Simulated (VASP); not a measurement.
# Sc (P6_3/mmc) in VASP: a series of runs

Sc is run at these levels: LDA; tasks: single point, relaxation of cell and atoms.

Program: VASP 6.6.1. These are calculated values, not measurements. Logs are shortened: lines on timing, memory, paths and dates and some standing lists are left out, and cuts for length are marked.

## (1) The cell of the first run

Symmetry: P6_3/mmc, No. 194, hexagonal system. The conventional cell has a = 3.231 Å, b = 3.231 Å, c = 4.986 Å, α = 90.00°, β = 90.00°, γ = 120.00°. Within 4.1 Å of Sc (site symmetry -6m2) lie 12 Sc at 3.11 to 3.23 Å.

## (2) Single point, LDA

INCAR

```
SYSTEM = Sc
ALGO = Normal
EDIFF = 1E-7
ENCUT = 520
ISIF = 2
ISMEAR = -1
LASPH = .True.
LCHARG = .False.
LREAL = .False.
LWAVE = .False.
NBANDS = 18
NELM = 100
PREC = Accurate
SIGMA = 0.02
```

KPOINTS

```
k-points
0
Gamma
  9 9 5
  0 0 0
```

POSCAR

```
Sc
1.0
    3.2312742327      0.0000000000      0.0000000000
   -1.6156371163      2.7983655721      0.0000000000
    0.0000000000      0.0000000000      4.9855209620
Sc
2
Direct
    0.3333333333      0.6666666667      0.2500000000
    0.6666666667      0.3333333333      0.7500000000
```

Potentials or basis: VASP PAW LDA potentials, release 64 (Sc_sv).

On the command line:

```sh
cat potpaw_LDA.64/Sc_sv/POTCAR > POTCAR
mpirun -np 1 vasp_std > vasp.out
```

OUTCAR:

```text
SYSTEM = Sc
   EDIFF = 1E-7
   ENCUT = 520
   ISIF = 2
   ISMEAR = -1
   LASPH = .True.
   LREAL = .False.
   NELM = 100
   PREC = Accurate

 ion  position               nearest neighbor table
   1  0.333  0.667  0.250-   2 3.11   2 3.11   2 3.11   2 3.11   2 3.11   2 3.11
   2  0.667  0.333  0.750-   1 3.11   1 3.11   1 3.11   1 3.11   1 3.11   1 3.11

  LATTYP: Found a hexagonal cell.
 ALAT       =     3.2312742327
 C/A-ratio  =     1.5428962703

  Lattice vectors:

 A1 = (   3.2312742327,   0.0000000000,   0.0000000000)
 A2 = (  -1.6156371163,   2.7983655721,   0.0000000000)
 A3 = (   0.0000000000,   0.0000000000,   4.9855209620)

Analysis of symmetry for initial positions (statically):
=====================================================================
 Subroutine PRICEL returns:
 Original cell was already a primitive cell.

 Routine SETGRP: Setting up the symmetry group for a
 hexagonal supercell.

 Subroutine GETGRP returns: Found 24 space group operations
 (whereof 12 operations were pure point group operations)
 out of a pool of 24 trial point group operations.

The static configuration has the point symmetry D_3d.
 The point group associated with its full space group is D_6h.

Analysis of symmetry for dynamics (positions and initial velocities):
=====================================================================
 Subroutine PRICEL returns:
 Original cell was already a primitive cell.

 Routine SETGRP: Setting up the symmetry group for a
 hexagonal supercell.

 Subroutine GETGRP returns: Found 24 space group operations
 (whereof 12 operations were pure point group operations)
 out of a pool of 24 trial point group operations.

The dynamic configuration has the point symmetry D_3d.
 The point group associated with its full space group is D_6h.

 Subroutine INISYM returns: Found 24 space group operations
 (whereof 12 operations are pure point group operations),
 and found     1 'primitive' translations

----------------------------------------------------------------------------------------

                                     Primitive cell

  volume of cell :      45.0805

  direct lattice vectors                    reciprocal lattice vectors
     3.231274233  0.000000000  0.000000000     0.309475435  0.178675726  0.000000000
    -1.615637116  2.798365572  0.000000000     0.000000000  0.357351452  0.000000000
     0.000000000  0.000000000  4.985520962     0.000000000  0.000000000  0.200580844

  length of vectors
     3.231274233  3.231274233  4.985520962     0.357351452  0.357351452  0.200580844

  position of ions in fractional coordinates (direct lattice)
     0.333333333  0.666666667  0.250000000
     0.666666667  0.333333333  0.750000000

  ion indices of the primitive-cell ions
   primitive index   ion index
                 1           1
                 2           2

----------------------------------------------------------------------------------------

 KPOINTS: k-points

Automatic generation of k-mesh.
 Grid dimensions read from file:
 generate k-points for:    9    9    5

 Generating k-lattice:

  Cartesian coordinates                     Fractional coordinates (reciprocal lattice)
     0.034386159  0.019852858  0.000000000     0.111111111 -0.000000000  0.000000000
     0.000000000  0.039705717  0.000000000     0.000000000  0.111111111  0.000000000
     0.000000000  0.000000000  0.040116169     0.000000000  0.000000000  0.200000000

  Length of vectors
     0.039705717  0.039705717  0.040116169

  Shift w.r.t. Gamma in fractional coordinates (k-lattice)
     0.000000000  0.000000000  0.000000000

 Subroutine IBZKPT returns following result:
 ===========================================

 Found     36 irreducible k-points:

 Following reciprocal coordinates:
            Coordinates               Weight
  0.000000  0.000000  0.000000      1.000000
  0.111111  0.000000  0.000000      6.000000
  0.222222  0.000000  0.000000      6.000000
  0.333333  0.000000  0.000000      6.000000
  0.444444  0.000000  0.000000      6.000000
  0.111111  0.111111  0.000000      6.000000
[... 16 lines left out ...]
  0.333333  0.222222  0.200000     24.000000
  0.333333  0.333333  0.200000      4.000000
 [... further k-points ...]
   k-points           NKPTS =     36   k-points in BZ     NKDIM =     36   number of bands    NBANDS=     18
   number of dos      NEDOS =    301   number of ions     NIONS =      2
   total plane-waves  NPLWV =  23040
   dimension x,y,z NGX =    24 NGY =   24 NGZ =   40
   dimension x,y,z NGXF=    48 NGYF=   48 NGZF=   80
   ions per type =               2
   NGX,Y,Z   is equivalent  to a cutoff of  12.35, 12.35, 13.34 a.u.
   NGXF,Y,Z  is equivalent  to a cutoff of  24.70, 24.70, 26.68 a.u.
 SYSTEM =  Sc
   PREC   = accura    normal or accurate (medium, high low for compatibility)
   ISTART =      0    job   : 0-new  1-cont  2-samecut
   ICHARG =      2    charge: 1-file 2-atom 10-const
   ISPIN  =      1    spin polarized calculation?
   LNONCOLLINEAR =      F non collinear calculations
   LSORBIT =      F    spin-orbit coupling
   LASPH  =      T    aspherical Exc in radial PAW
   ENCUT  =  520.0 eV  38.22 Ry    6.18 a.u.   6.01  6.01  9.27*2*pi/ulx,y,z
   NELM   =    100;   NELMIN=  2; NELMDL= -5     # of ELM steps
   EDIFF  = 0.1E-06   stopping-criterion for ELM
   LREAL  =      F    real-space projection
   EDIFFG = 0.1E-05   stopping-criterion for IOM
   NSW    =      0    number of steps for IOM
   IBRION =     -1    ionic relax: 0-MD 1-quasi-New 2-CG
   NFREE  =      0    steps in history (QN), initial steepest desc. (CG)
   ISIF   =      2    stress and relaxation
   ISYM   =      2    0-nonsym 1-usesym 2-fastsym
   POTIM  = 0.5000    time-step for ionic-motion
   TEBEG  =    0.0;   TEEND  =   0.0 temperature during run
   PSTRESS=    0.0 pullay stress
   NELECT =      22.0000    total number of electrons
   NUPDOWN=      -1.0000    fix difference up-down
   EMIN   =  10.00;   EMAX   =-10.00  energy-range for DOS
   EFERMI =   0.00;   METHOD = LEGACY
   ISMEAR =    -1;   SIGMA  =   0.02  broadening in eV -4-tet -1-fermi 0-gaus
   EFERMI_NEDOS =   21; number of points for ismear=-14 and -15
   IALGO  =     38    algorithm
   IMIX   =      4    mixing-type and parameters
     AMIX     =   0.40;   BMIX     =  1.00
     AMIX_MAG =   1.60;   BMIX_MAG =  1.00
  volume/ion in A,a.u.               =      22.54       152.11
  Fermi-wavevector in a.u.,A,eV,Ry     =   1.288901  2.435669 22.602882  1.661265
  Thomas-Fermi vector in A             =   2.420826
   LORBIT       =      0    0 simple, 1 ext, 2 COOP (PROOUT), +10 PAW based schemes
   GGA     = CA    functional components
   LHFCALC =     F    Hartree Fock is set to
   AEXX    =    0.0000 exact exchange contribution
   IVDW    =     0    specifies the selected vdW correction
   LEPSILON=     F    determine dielectric tensor
   LRPA    =     F    only Hartree local field effects (RPA)
 non-spin polarized calculation
  energy-cutoff  :      520.00
  volume of cell :       45.08
 maximum number of plane-waves:      1242
   NGX = 13   NGY = 13   NGZ = 19

 number of electron      21.9999998 magnetization

 Free energy of the ion-electron system (eV)
  ---------------------------------------------------
  ext. energy  EPLUGINS =         0.00000000
  ---------------------------------------------------
  free energy    TOTEN  =       -13.44793763 eV

  energy without entropy =      -13.44253451  energy(sigma->0) =      -13.44523607

 E-fermi :   3.9904     XC(G=0): -10.5173

 val. band max:        3.9860403912   @ k =   0.4444   0.1111   0.4000
 cond. band min:       4.0500862464   @ k =   0.3333   0.0000   0.0000
 fundamental gap:      0.0640458552
 Fermi energy:         3.9904321376

 k-point     1 :       0.0000    0.0000    0.0000
  band No.  band energies     occupation
      1     -44.6029      2.00000
      2     -44.4891      2.00000
      3     -23.8750      2.00000
      4     -23.3937      2.00000
      5     -23.3937      2.00000
      6     -23.2983      2.00000
[... 10 lines left out ...]
     17       6.3984      0.00000
     18       6.3984      0.00000

 k-point     2 :       0.1111    0.0000    0.0000
  band No.  band energies     occupation
      1     -44.5942      2.00000
      2     -44.4865      2.00000
      3     -23.8527      2.00000
      4     -23.4350      2.00000
      5     -23.4082      2.00000
      6     -23.3416      2.00000
[... 10 lines left out ...]
     17       6.2918      0.00000
     18       6.3368      0.00000

 k-point     3 :       0.2222    0.0000    0.0000
  band No.  band energies     occupation
      1     -44.5712      2.00000
      2     -44.4808      2.00000
      3     -23.7910      2.00000
      4     -23.5408      2.00000
      5     -23.4475      2.00000
      6     -23.4431      2.00000
[... 10 lines left out ...]
     17       6.7798      0.00000
     18       6.8599      0.00000

 k-point     4 :       0.3333    0.0000    0.0000
  band No.  band energies     occupation
      1     -44.5424      2.00000
      2     -44.4770      2.00000
      3     -23.7063      2.00000
      4     -23.6631      2.00000
      5     -23.5617      2.00000
      6     -23.4808      2.00000
[... 375 lines left out ...]
      4     -23.6665      2.00000
      5     -23.5290      2.00000
      6     -23.5232      2.00000
[... 10 lines left out ...]
     17       7.7833      0.00000
     18       8.0109      0.00000

 k-point    23 :       0.3333    0.2222    0.2000
  band No.  band energies     occupation
      1     -44.5046      2.00000
      2     -44.4838      2.00000
      3     -23.7332      2.00000
      4     -23.6781      2.00000
      5     -23.5967      2.00000
      6     -23.4900      2.00000
[... 10 lines left out ...]
     17       7.8105      0.00000
     18       8.2557      0.00000

 k-point    24 :       0.3333    0.3333    0.2000
  band No.  band energies     occupation
      1     -44.4914      2.00000
      2     -44.4914      2.00000
      3     -23.6745      2.00000
      4     -23.6712      2.00000
      5     -23.6712      2.00000
      6     -23.5047      2.00000
[... 10 lines left out ...]
     17       7.9401      0.00000
     18       7.9401      0.00000

 [... further k-points ...]
[... 5 lines left out ...]
  --------------------------------------------------------------------------------------
  -------------------------------------------------------------------------------------
  Total        0.0123597      0.0123597      0.0418882      0.0000000      0.0000000      0.0000000
  in kB        0.4392670      0.4392670      1.4887205      0.0000000      0.0000000      0.0000000
  external PRESSURE =       0.7890848 kB  Pullay stress =       0.0000000 kB

 VOLUME and BASIS-vectors are now :
 -----------------------------------------------------------------------------
  energy-cutoff  :      520.00
  volume of cell :       45.08
      direct lattice vectors                 reciprocal lattice vectors
     3.231274233  0.000000000  0.000000000     0.309475435  0.178675726  0.000000000
    -1.615637116  2.798365572  0.000000000     0.000000000  0.357351452  0.000000000
     0.000000000  0.000000000  4.985520962     0.000000000  0.000000000  0.200580844

 POSITION                                       TOTAL-FORCE (eV/Angst)
 -----------------------------------------------------------------------------------
     -0.00000      1.86558      1.24638         0.000000      0.000000      0.000000
      1.61564      0.93279      3.73914        -0.000000     -0.000000      0.000000
 -----------------------------------------------------------------------------------
    total drift:                               -0.000000      0.000000     -0.000000

  FREE ENERGIE OF THE ION-ELECTRON SYSTEM (eV)
  ---------------------------------------------------
  free  energy   TOTEN  =       -13.4479376317 eV

  energy  without entropy=      -13.4425345104  energy(sigma->0) =      -13.44523607
```

It took 16 s on 1 thread of Intel Xeon Platinum 8375C at 2.90GHz (Ice Lake), shared host; peak memory 0.15 GiB.

Results:

```
Free energy            : -13.4479 eV
Pressure               : 0.1 GPa
Band gap on the k mesh : zero (band 11 reaches 5.00 eV, above the bottom of band 12 at 3.38 eV)
```

Stress tensor (GPa, compression positive):
```
0.04 0.00 0.00
0.00 0.04 0.00
0.00 0.00 0.15
```

Levels at points of the mesh, in eV from the Fermi level:
```tsv
k point	band 7	band 8	band 9	band 10	band 11	band 12	band 13	band 14	band 15	band 16
(0.00, 0.00, 0.00)	-27.29	-27.25	-5.22	-1.75	1.01	1.63	1.63	1.99	2.16	2.16
```

## (3) Relaxation of cell and atoms, LDA

This run uses another cell than the first one, of 25.00 Å³/atom, 1.109 times its volume.

INCAR

```
SYSTEM = Sc
PREC     = Accurate       ! precision mode
ENCUT    = 600            ! plane-wave cutoff, eV
EDIFF    = 1E-6           ! SCF threshold, eV
ISMEAR   = -1             ! smearing method
SIGMA    = 0.02           ! smearing width, eV
LREAL    = .False.        ! projectors in reciprocal space
LASPH    = .True.         ! aspherical terms in the spheres
NELM     = 60             ! most SCF steps
ALGO     = Normal         ! electronic algorithm
ISIF     = 3              ! what is computed and relaxed
LWAVE    = .False.        ! write WAVECAR
LCHARG   = .False.        ! write CHGCAR
IBRION   = 2              ! ionic algorithm
NSW      = 50             ! ionic steps
EDIFFG   = -0.01          ! ionic threshold
```

KPOINTS

```
Automatic mesh
0
Gamma
  9 9 5
  0 0 0
```

POSCAR

```
Sc
1.0
    3.3090000000      0.0000000000      0.0000000000
   -1.6545000000      2.8656780611      0.0000000000
    0.0000000000      0.0000000000      5.2733000000
Sc
2
Direct
    0.3333330000      0.6666670000      0.2500000000
    0.6666670000      0.3333330000      0.7500000000
```

Potentials or basis: VASP PAW LDA potentials, release 64 (Sc_sv).

On the command line:

```sh
cat potpaw_LDA.64/Sc_sv/POTCAR > POTCAR
mpirun -np 1 vasp_std > vasp.out
```

Wall time 1.9 min (1 thread of Intel Xeon Platinum 8375C at 2.90GHz (Ice Lake), shared host); peak memory 0.18 GiB.

Results (log left out):

| Item | Value |
| --- | --- |
| Free energy | -13.4484 eV |
| Relaxed volume | 22.57 Å³/atom |
| Relaxed cell | a = 3.232 Å, b = 3.232 Å, c = 4.991 Å, α = 90.00°, β = 90.00°, γ = 120.00° |
| Space group after relaxing (to 0.05 Å) | P6_3/mmc (No. 194) |
| Energy gained by relaxing | 45.8 meV/atom |
| Ionic steps | 9 |
| Pressure after relaxing | 0.0 GPa |
| Band gap on the k mesh | zero (band 11 reaches 4.98 eV, above the bottom of band 12 at 3.37 eV) |

The path:
```
step  energy change (eV)  largest force (eV/Å)  pressure (GPa)  volume (Å³)
   1              0.0000                0.0000           -5.28        50.00
   2             -0.0858                0.0000            1.28        44.27
   3             -0.0889                0.0000            0.15        45.09
   4             -0.0888                0.0000            0.01        45.19
   5             -0.0906                0.0000           -0.05        45.22
   6             -0.0913                0.0000           -0.11        45.26
   7             -0.0915                0.0000           -0.09        45.24
   8             -0.0915                0.0000           -0.10        45.25
   9             -0.0915                0.0000            0.05        45.14
```

Final structure:
```yaml
crystal:
  lattice:
    - [3.23164, 0.00000, 0.00000]
    - [-1.61582, 2.79869, 0.00000]
    - [0.00000, 0.00000, 4.99072]
  atoms:
    - { symbol: Sc, position: [0.33333, 0.66667, 0.25000] }
    - { symbol: Sc, position: [0.66667, 0.33333, 0.75000] }
```

Levels at points of the mesh, in eV from the Fermi level:
```
           k point  band 9  band 10  band 11  band 12  band 13  band 14
(0.00, 0.00, 0.00)   -5.22    -1.75     1.00     1.63     1.63     1.99
```
